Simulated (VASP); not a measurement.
# Pb (Fm-3m) in VASP: further runs

The runs below take Pb through single point, with r2SCAN.

Program: VASP 6.6.1. These are calculated values, not measurements. Logs are shortened: lines on timing, memory, paths and dates and some standing lists are left out, and cuts for length are marked.

### Step 1. The cell of the first run

It takes space group Fm-3m (No. 225, cubic). Conventional cell: a = 4.989 Å, b = 4.989 Å, c = 4.989 Å, α = 90.00°, β = 90.00°, γ = 90.00°. Within 4.6 Å of Pb (site symmetry m-3m) lie 12 Pb at 3.53 Å.

### Step 2. Single point, r2SCAN

Contents of POSCAR:

```
Pb
1.0
    0.0000000000      2.4946408835      2.4946408835
    2.4946408835      0.0000000000      2.4946408835
    2.4946408835      2.4946408835      0.0000000000
Pb
1
Direct
    0.0000000000      0.0000000000      0.0000000000
```

Contents of INCAR.step1:

```
SYSTEM = Pb
ALGO     = Normal         ! electronic algorithm
EDIFF    = 1E-4           ! SCF threshold, eV
ENCUT    = 520            ! plane-wave cutoff, eV
GGA      = PE             ! functional
ISMEAR   = 1              ! smearing method
LASPH    = .True.         ! aspherical terms in the spheres
LCHARG   = .False.        ! write CHGCAR
LREAL    = .False.        ! projectors in reciprocal space
LWAVE    = .True.         ! write WAVECAR
NBANDS   = 13             ! bands
NELM     = 80             ! most SCF steps
PREC     = Accurate       ! precision mode
SIGMA    = 0.03           ! smearing width, eV
```

Contents of INCAR.step2:

```
SYSTEM = Pb
ALGO     = Normal         ! electronic algorithm
EDIFF    = 1E-6           ! SCF threshold, eV
ENCUT    = 520            ! plane-wave cutoff, eV
ISIF     = 2              ! what is computed and relaxed
ISMEAR   = 1              ! smearing method
ISTART   = 1            
LASPH    = .True.         ! aspherical terms in the spheres
LCHARG   = .False.        ! write CHGCAR
LMIXTAU  = .True.       
LREAL    = .False.        ! projectors in reciprocal space
LWAVE    = .False.        ! write WAVECAR
METAGGA  = R2SCAN         ! meta-GGA
NBANDS   = 13             ! bands
NELM     = 80             ! most SCF steps
PREC     = Accurate       ! precision mode
SIGMA    = 0.03           ! smearing width, eV
```

Contents of KPOINTS:

```
k-points
0
Gamma
  11 11 11
  0 0 0
```

Potentials or basis: VASP PAW PBE potentials, release 64 (Pb_d).

Command:

```sh
cat potpaw_PBE.64/Pb_d/POTCAR > POTCAR
cp INCAR.step1 INCAR
mpirun -np 1 vasp_std > vasp.out
cp INCAR.step2 INCAR
mpirun -np 1 vasp_std > vasp.out
```

OUTCAR:

```text
SYSTEM = Pb
   EDIFF = 1E-6
   ENCUT = 520
   ISIF = 2
   ISMEAR = 1
   ISTART = 1
   LASPH = .True.
   LREAL = .False.
   METAGGA = R2SCAN
   NELM = 80
   PREC = Accurate

 ion  position               nearest neighbor table
   1  0.000  0.000  0.000-

  LATTYP: Found a face centered cubic cell.
 ALAT       =     4.9892817670

  Lattice vectors:

 A1 = (   0.0000000000,   2.4946408835,   2.4946408835)
 A2 = (   2.4946408835,   0.0000000000,   2.4946408835)
 A3 = (   2.4946408835,   2.4946408835,   0.0000000000)

Analysis of symmetry for initial positions (statically):
=====================================================================
 Subroutine PRICEL returns:
 Original cell was already a primitive cell.

 Routine SETGRP: Setting up the symmetry group for a
 face centered cubic supercell.

 Subroutine GETGRP returns: Found 48 space group operations
 (whereof 48 operations were pure point group operations)
 out of a pool of 48 trial point group operations.

The static configuration has the point symmetry O_h .

Analysis of symmetry for dynamics (positions and initial velocities):
=====================================================================
 Subroutine PRICEL returns:
 Original cell was already a primitive cell.

 Routine SETGRP: Setting up the symmetry group for a
 face centered cubic supercell.

 Subroutine GETGRP returns: Found 48 space group operations
 (whereof 48 operations were pure point group operations)
 out of a pool of 48 trial point group operations.

The dynamic configuration has the point symmetry O_h .

 Subroutine INISYM returns: Found 48 space group operations
 (whereof 48 operations are pure point group operations),
 and found     1 'primitive' translations

----------------------------------------------------------------------------------------

                                     Primitive cell

  volume of cell :      31.0495

  direct lattice vectors                    reciprocal lattice vectors
     0.000000000  2.494640883  2.494640883    -0.200429650  0.200429650  0.200429650
     2.494640883  0.000000000  2.494640883     0.200429650 -0.200429650  0.200429650
     2.494640883  2.494640883  0.000000000     0.200429650  0.200429650 -0.200429650

  length of vectors
     3.527954971  3.527954971  3.527954971     0.347154338  0.347154338  0.347154338

  position of ions in fractional coordinates (direct lattice)
     0.000000000  0.000000000  0.000000000

  ion indices of the primitive-cell ions
   primitive index   ion index
                 1           1

----------------------------------------------------------------------------------------

 KPOINTS: k-points

Automatic generation of k-mesh.
 Grid dimensions read from file:
 generate k-points for:   11   11   11

 Generating k-lattice:

  Cartesian coordinates                     Fractional coordinates (reciprocal lattice)
    -0.018220877  0.018220877  0.018220877     0.090909091  0.000000000  0.000000000
     0.018220877 -0.018220877  0.018220877     0.000000000  0.090909091  0.000000000
     0.018220877  0.018220877 -0.018220877     0.000000000  0.000000000  0.090909091

  Length of vectors
     0.031559485  0.031559485  0.031559485

  Shift w.r.t. Gamma in fractional coordinates (k-lattice)
     0.000000000  0.000000000  0.000000000

 Subroutine IBZKPT returns following result:
 ===========================================

 Found     56 irreducible k-points:

 Following reciprocal coordinates:
            Coordinates               Weight
  0.000000  0.000000  0.000000      1.000000
  0.090909  0.000000  0.000000      8.000000
  0.181818  0.000000  0.000000      8.000000
  0.272727  0.000000  0.000000      8.000000
  0.363636  0.000000  0.000000      8.000000
  0.454545  0.000000  0.000000      8.000000
[... 16 lines left out ...]
 -0.272727  0.181818  0.000000     24.000000
 -0.181818  0.181818  0.000000     12.000000
 [... further k-points ...]
   k-points           NKPTS =     56   k-points in BZ     NKDIM =     56   number of bands    NBANDS=     13
   number of dos      NEDOS =    301   number of ions     NIONS =      1
   total plane-waves  NPLWV =  21952
   dimension x,y,z NGX =    28 NGY =   28 NGZ =   28
   dimension x,y,z NGXF=    56 NGYF=   56 NGZF=   56
   ions per type =               1
   NGX,Y,Z   is equivalent  to a cutoff of  13.19, 13.19, 13.19 a.u.
   NGXF,Y,Z  is equivalent  to a cutoff of  26.39, 26.39, 26.39 a.u.
 SYSTEM =  Pb
   PREC   = accura    normal or accurate (medium, high low for compatibility)
   ISTART =      1    job   : 0-new  1-cont  2-samecut
   ICHARG =      0    charge: 1-file 2-atom 10-const
   ISPIN  =      1    spin polarized calculation?
   LNONCOLLINEAR =      F non collinear calculations
   LSORBIT =      F    spin-orbit coupling
   LASPH  =      T    aspherical Exc in radial PAW
   ENCUT  =  520.0 eV  38.22 Ry    6.18 a.u.   6.56  6.56  6.56*2*pi/ulx,y,z
   NELM   =     80;   NELMIN=  2; NELMDL=  0     # of ELM steps
   EDIFF  = 0.1E-05   stopping-criterion for ELM
   LREAL  =      F    real-space projection
   EDIFFG = 0.1E-04   stopping-criterion for IOM
   NSW    =      0    number of steps for IOM
   IBRION =     -1    ionic relax: 0-MD 1-quasi-New 2-CG
   NFREE  =      0    steps in history (QN), initial steepest desc. (CG)
   ISIF   =      2    stress and relaxation
   ISYM   =      2    0-nonsym 1-usesym 2-fastsym
   POTIM  = 0.5000    time-step for ionic-motion
   TEBEG  =    0.0;   TEEND  =   0.0 temperature during run
   PSTRESS=    0.0 pullay stress
   NELECT =      14.0000    total number of electrons
   NUPDOWN=      -1.0000    fix difference up-down
   EMIN   =  10.00;   EMAX   =-10.00  energy-range for DOS
   EFERMI =   0.00;   METHOD = LEGACY
   ISMEAR =     1;   SIGMA  =   0.03  broadening in eV -4-tet -1-fermi 0-gaus
   EFERMI_NEDOS =   21; number of points for ismear=-14 and -15
   IALGO  =     38    algorithm
   IMIX   =      4    mixing-type and parameters
     AMIX     =   0.40;   BMIX     =  1.00
     AMIX_MAG =   1.60;   BMIX_MAG =  1.00
  volume/ion in A,a.u.               =      31.05       209.53
  Fermi-wavevector in a.u.,A,eV,Ry     =   1.255354  2.372275 21.441600  1.575913
  Thomas-Fermi vector in A             =   2.389115
   LORBIT       =      0    0 simple, 1 ext, 2 COOP (PROOUT), +10 PAW based schemes
   METAGGA = R2SCAN    functional components
   LHFCALC =     F    Hartree Fock is set to
   AEXX    =    0.0000 exact exchange contribution
   IVDW    =     0    specifies the selected vdW correction
   LEPSILON=     F    determine dielectric tensor
   LRPA    =     F    only Hartree local field effects (RPA)
 non-spin polarized calculation
 Methfessel and Paxton  Order N= 1 SIGMA  =   0.03
  energy-cutoff  :      520.00
  volume of cell :       31.05
 maximum number of plane-waves:       869
   NGX = 13   NGY = 13   NGZ = 13

 number of electron      14.0000000 magnetization

 Free energy of the ion-electron system (eV)
  ---------------------------------------------------
  ext. energy  EPLUGINS =         0.00000000
  ---------------------------------------------------
  free energy    TOTEN  =       -56.28369931 eV

  energy without entropy =      -56.28360467  energy(sigma->0) =      -56.28366776

 E-fermi :   7.0062     XC(G=0): -10.7988

 val. band max:        6.9950652112   @ k =   0.3636   0.2727   0.0000
 cond. band min:       7.0797247690   @ k =   0.2727   0.0000   0.0000
 fundamental gap:      0.0846595579
 Fermi energy:         7.0062335021

 k-point     1 :       0.0000    0.0000    0.0000
  band No.  band energies     occupation
      1     -10.7485      2.00000
      2     -10.7485      2.00000
      3     -10.7485      2.00000
      4     -10.6112      2.00000
      5     -10.6112      2.00000
      6      -5.1733      2.00000
      7      14.5001      0.00000
      8      14.5001      0.00000
      9      14.5001      0.00000
     10      17.3618      0.00000
     11      18.9441      0.00000
     12      19.8859      0.00000
     13      19.8859      0.00000

 k-point     2 :       0.0909    0.0000    0.0000
  band No.  band energies     occupation
      1     -10.7488      2.00000
      2     -10.7370      2.00000
      3     -10.7370      2.00000
      4     -10.6116      2.00000
      5     -10.6116      2.00000
      6      -5.0102      2.00000
      7      12.7599      0.00000
      8      14.2996      0.00000
      9      14.2996      0.00000
     10      16.9824      0.00000
     11      19.6702      0.00000
     12      20.2418      0.00000
     13      20.2418      0.00000

 k-point     3 :       0.1818    0.0000    0.0000
  band No.  band energies     occupation
      1     -10.7513      2.00000
      2     -10.7166      2.00000
      3     -10.7166      2.00000
      4     -10.6016      2.00000
      5     -10.6016      2.00000
      6      -4.5212      2.00000
      7       9.8726      0.00000
      8      13.8313      0.00000
      9      13.8313      0.00000
     10      16.6078      0.00000
     11      20.0918      0.00000
     12      20.4942      0.00000
     13      20.4942      0.00000
[... 305 lines left out ...]
 k-point    23 :      -0.2727    0.1818    0.0000
  band No.  band energies     occupation
      1     -10.7369      2.00000
      2     -10.7217      2.00000
      3     -10.6599      2.00000
      4     -10.5835      2.00000
      5     -10.5266      2.00000
      6      -2.5104      2.00000
      7       5.8549      2.00000
      8       8.7278      0.00000
      9      12.9393      0.00000
     10      16.1891      0.00000
     11      19.2079      0.00000
     12      20.0496      0.00000
     13      21.7632      0.00000

 k-point    24 :      -0.1818    0.1818    0.0000
  band No.  band energies     occupation
      1     -10.7419      2.00000
      2     -10.7153      2.00000
      3     -10.6532      2.00000
      4     -10.6393      2.00000
      5     -10.5397      2.00000
      6      -3.4563      2.00000
      7       7.8075      0.00000
      8       9.5244      0.00000
      9      13.8596      0.00000
     10      17.2433      0.00000
     11      18.6207      0.00000
     12      19.8582      0.00000
     13      20.5020      0.00000

 [... further k-points ...]

------------------------ aborting loop because EDIFF is reached ----------------------------------------

  FORCE on cell =-STRESS in cart. coord.  units (eV):
  Direction    XX          YY          ZZ          XY          YZ          ZX
  --------------------------------------------------------------------------------------
  -------------------------------------------------------------------------------------
  Total       -0.0042681     -0.0042681     -0.0042681     -0.0000000      0.0000000     -0.0000000
  in kB       -0.2202370     -0.2202370     -0.2202370     -0.0000000      0.0000000     -0.0000000
  external PRESSURE =      -0.2202370 kB  Pullay stress =       0.0000000 kB

 VOLUME and BASIS-vectors are now :
 -----------------------------------------------------------------------------
  energy-cutoff  :      520.00
  volume of cell :       31.05
      direct lattice vectors                 reciprocal lattice vectors
     0.000000000  2.494640883  2.494640883    -0.200429650  0.200429650  0.200429650
     2.494640883  0.000000000  2.494640883     0.200429650 -0.200429650  0.200429650
     2.494640883  2.494640883  0.000000000     0.200429650  0.200429650 -0.200429650

 POSITION                                       TOTAL-FORCE (eV/Angst)
 -----------------------------------------------------------------------------------
      0.00000      0.00000      0.00000         0.000000      0.000000      0.000000
 -----------------------------------------------------------------------------------
    total drift:                               -0.000000     -0.000000     -0.000000

  FREE ENERGIE OF THE ION-ELECTRON SYSTEM (eV)
  ---------------------------------------------------
  free  energy   TOTEN  =       -56.2836993080 eV

  energy  without entropy=      -56.2836046672  energy(sigma->0) =      -56.28366776
```

Wall time 1.8 min (1 thread of Intel Xeon Platinum 8259CL at 2.50GHz (Skylake/Cascade Lake), shared host); peak memory 0.17 GiB.

Results:

| Item | Value |
| --- | --- |
| Free energy | -56.2837 eV |
| Pressure | 0.0 GPa |
| Band gap on the k mesh | zero (band 7 reaches 14.50 eV, above the bottom of band 8 at 5.53 eV) |

Caveat: the PAW data sets were made with another functional, which shifts forces and pressure a little; spin-orbit coupling is left out, which moves the levels of the heavy elements.

### Step 3. Single point, r2SCAN

POSCAR is that of step 2.

Contents of INCAR.step1:

```
PREC = Accurate
ENCUT = 520
ISMEAR = 1
SIGMA = 0.1
LREAL = False
LASPH = True
NELM = 60
NBANDS = 13
GGA = PE
ALGO = Normal
EDIFF = 1E-4
LWAVE = True
LCHARG = False
```

Contents of INCAR.step2:

```
PREC = Accurate
ENCUT = 520
EDIFF = 1E-7
ISMEAR = 1
SIGMA = 0.1
LREAL = False
LASPH = True
NELM = 60
ALGO = Normal
ISIF = 2
LWAVE = False
LCHARG = False
METAGGA = R2SCAN
LMIXTAU = True
NBANDS = 13
ISTART = 1
```

Contents of KPOINTS:

```
Automatic mesh
0
Gamma
  11 11 11
```

Potentials or basis: VASP PAW PBE potentials, release 64 (Pb_d).

Command:

```sh
cat potpaw_PBE.64/Pb_d/POTCAR > POTCAR
cp INCAR.step1 INCAR
mpirun -np 1 vasp_std > vasp.out
cp INCAR.step2 INCAR
mpirun -np 1 vasp_std > vasp.out
```

Wall time 2.2 min (1 thread of Intel Xeon Platinum 8259CL at 2.50GHz (Skylake/Cascade Lake), shared host); peak memory 0.17 GiB.

It converged, with:

```
Free energy            : -56.2838 eV
Pressure               : 0.0 GPa
Band gap on the k mesh : zero (band 7 reaches 14.50 eV, above the bottom of band 8 at 5.53 eV)
```

Levels at points of the mesh, in eV from the Fermi level:
| k point | band 3 | band 4 | band 5 | band 6 | band 7 | band 8 | band 9 | band 10 | band 11 | band 12 |
| --- | --- | --- | --- | --- | --- | --- | --- | --- | --- | --- |
| (0.00, 0.00, 0.00) | -17.78 | -17.64 | -17.64 | -12.20 | 7.47 | 7.47 | 7.47 | 10.33 | 11.91 | 12.86 |

Caveat: the PAW data sets were made with another functional, which shifts forces and pressure a little; spin-orbit coupling is left out, which moves the levels of the heavy elements.

### Step 4. Single point, r2SCAN

POSCAR is that of step 3.

Contents of INCAR.step1:

```
SYSTEM = Pb
PREC = Accurate ; ENCUT = 520
ISMEAR = 1 ; SIGMA = 0.2
LREAL = .FALSE. ; LASPH = .TRUE.
NELM = 80 ; NBANDS = 13
GGA = PE ; ALGO = Normal
EDIFF = 1E-4 ; LWAVE = .TRUE.
LCHARG = .FALSE.
```

Contents of INCAR.step2:

```
SYSTEM = Pb
PREC = Accurate ; ENCUT = 520
EDIFF = 1E-6 ; ISMEAR = 1
SIGMA = 0.2 ; LREAL = .FALSE.
LASPH = .TRUE. ; NELM = 80
ALGO = Normal ; ISIF = 2
LWAVE = .FALSE. ; LCHARG = .TRUE.
METAGGA = R2SCAN ; LMIXTAU = .TRUE.
LELF = .TRUE. ; LVHAR = .TRUE.
NBANDS = 13 ; ISTART = 1
```

Contents of KPOINTS:

```
regular mesh
0
G
  11 11 11
  0 0 0
```

Command:

```sh
cat potpaw_PBE.64/Pb_d/POTCAR > POTCAR
cp INCAR.step1 INCAR
mpirun -np 1 vasp_std > vasp.out
cp INCAR.step2 INCAR
mpirun -np 1 vasp_std > vasp.out
```

Run time: 2.2 min. Hardware: 1 thread of Intel Xeon Platinum 8259CL at 2.50GHz (Skylake/Cascade Lake), shared host; peak memory 0.17 GiB.

Results (log left out):

```yaml
Free_energy: -56.2833 eV
Pressure: -0.1 GPa
Band_gap_on_the_k_mesh: zero (band 7 reaches 14.50 eV, above the bottom of band 8 at 5.53 eV)
```

Levels at points of the mesh, in eV from the Fermi level:
| k point | band 4 | band 5 | band 6 | band 7 | band 8 | band 9 | band 10 | band 11 |
| --- | --- | --- | --- | --- | --- | --- | --- | --- |
| (0.00, 0.00, 0.00) | -17.65 | -17.65 | -12.21 | 7.46 | 7.46 | 7.46 | 10.32 | 11.91 |

Caveat: the PAW data sets were made with another functional, which shifts forces and pressure a little; spin-orbit coupling is left out, which moves the levels of the heavy elements.

### Step 5. Single point, r2SCAN

POSCAR is that of step 4.

Contents of INCAR.step1:

```
PREC = Accurate
ENCUT = 520
ISMEAR = 1
SIGMA = 1.0
LREAL = False
LASPH = True
NELM = 80
NBANDS = 13
GGA = PE
ALGO = Normal
EDIFF = 1E-4
LWAVE = True
LCHARG = False
```

Contents of INCAR.step2:

```
PREC = Accurate
ENCUT = 520
EDIFF = 1E-7
ISMEAR = 1
SIGMA = 1.0
LREAL = False
LASPH = True
NELM = 80
ALGO = Normal
ISIF = 2
LWAVE = False
LCHARG = False
METAGGA = R2SCAN
LMIXTAU = True
NBANDS = 13
ISTART = 1
```

Contents of KPOINTS:

```
Automatic mesh
0
Gamma
  11 11 11
```

Command:

```sh
cat potpaw_PBE.64/Pb_d/POTCAR > POTCAR
cp INCAR.step1 INCAR
mpirun -np 1 vasp_std > vasp.out
cp INCAR.step2 INCAR
mpirun -np 1 vasp_std > vasp.out
```

It took 2.1 min on 1 thread of Intel Xeon Platinum 8259CL at 2.50GHz (Skylake/Cascade Lake), shared host; peak memory 0.17 GiB.

Results (log left out):

- Free energy: -56.2779 eV
- Pressure: 0.1 GPa
- Band gap on the k mesh: zero (band 7 reaches 14.50 eV, above the bottom of band 8 at 5.53 eV)

Levels at points of the mesh, in eV from the Fermi level:
| k point | band 3 | band 4 | band 5 | band 6 | band 7 | band 8 | band 9 | band 10 | band 11 | band 12 |
| --- | --- | --- | --- | --- | --- | --- | --- | --- | --- | --- |
| (0.00, 0.00, 0.00) | -17.76 | -17.62 | -17.62 | -12.18 | 7.49 | 7.49 | 7.49 | 10.35 | 11.93 | 12.88 |

Caveat: the PAW data sets were made with another functional, which shifts forces and pressure a little; spin-orbit coupling is left out, which moves the levels of the heavy elements.

### Step 6. Summary

| smearing | gap on the mesh (eV) | pressure (GPa) |
| --- | --- | --- |
| methfessel-paxton 0.03 eV | none | 0.0 |
| methfessel-paxton 0.1 eV | none | 0.0 |
| methfessel-paxton 0.2 eV | none | -0.1 |
| methfessel-paxton 1 eV | none | 0.1 |

Alike in all rows: task single point; level r2SCAN; potentials or basis VASP PAW PBE potentials, release 64 (Pb_d); no spin polarisation; cell as given; k mesh 11 × 11 × 11; cutoff (eV) 520.

Every run on the cell as given and a fine mesh finds a metal.

Caveats: the PAW data sets were made with another functional, which shifts forces and pressure a little; spin-orbit coupling is left out, which moves the levels of the heavy elements.

Absolute energies hang on the potentials; compare differences alone.
